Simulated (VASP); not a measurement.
The system is ScAlN2.

```xyz
4
Lattice="3.0446 0.0000 0.0000 0.0000 3.0446 0.0000 0.0000 0.0000 4.3190" Properties=species:S:1:pos:R:3 pbc="T T T"
Sc    0.0000    0.0000    0.0000
N     0.0000    0.0000    2.1595
N     1.5223    1.5223    0.0000
Al    1.5223    1.5223    2.1595
```

Program: VASP 6.6.1. Alike in all runs: task single point; potentials or basis VASP PAW PBE potentials, release 64 (Sc_sv, N, Al); no spin polarisation; cell as given; k mesh 4 × 4 × 4; smearing gaussian 0.01 eV.

Problem. Order these runs on this cell by their band gap on the k mesh, lowest first.
A. level r2SCAN; cutoff (eV) 660
B. level PBEsol; cutoff (eV) 600
C. level HSE06; cutoff (eV) 520; grid for exact exchange (PRECFOCK) Normal; share of exact exchange 0.25; screening parameter 0.2079 1/Å

Solution. B (0.54 eV), A (1.10 eV), C (1.83 eV).

Caveats: all runs use coarse meshes.

A k mesh can miss the band edges.
